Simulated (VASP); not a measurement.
Here is a VASP 6.6.1 calculation.

File INCAR:

```
SYSTEM = Sc
PREC     = Accurate       ! precision mode
ENCUT    = 520            ! plane-wave cutoff, eV
EDIFF    = 1E-7           ! SCF threshold, eV
ISMEAR   = -1             ! smearing method
SIGMA    = 0.05           ! smearing width, eV
LREAL    = .FALSE.        ! projectors in reciprocal space
LASPH    = .TRUE.         ! aspherical terms in the spheres
NELM     = 150            ! most SCF steps
ALGO     = Normal         ! electronic algorithm
ISIF     = 2              ! what is computed and relaxed
LWAVE    = .FALSE.        ! write WAVECAR
LCHARG   = .TRUE.         ! write CHGCAR
ISPIN    = 2              ! spin polarisation
MAGMOM   = 1              ! initial moments
LORBIT   = 11             ! projections on sites
LMAXMIX  = 4              ! l up to which the mixer works
GGA      = PE             ! functional
LELF     = .TRUE.         ! ELF
LVHAR    = .TRUE.       
NBANDS   = 16             ! bands
```

The input KPOINTS:

```
regular mesh
0
G
  19 19 19
  0 0 0
```

POSCAR

```
Sc
1.0
    0.0000000000      2.3106659369      2.3106659369
    2.3106659369      0.0000000000      2.3106659369
    2.3106659369      2.3106659369      0.0000000000
Sc
1
Direct
    0.0000000000      0.0000000000      0.0000000000
```

Potentials or basis: VASP PAW PBE potentials, release 64 (Sc_sv).

Run with:

```bash
$ cat potpaw_PBE.64/Sc_sv/POTCAR > POTCAR
$ mpirun -np 1 vasp_std > vasp.out
```

Q: Predict the net moment.

A: 0.00 μB per cell.

Q: Estimate the pressure.

A: 0.0 GPa.
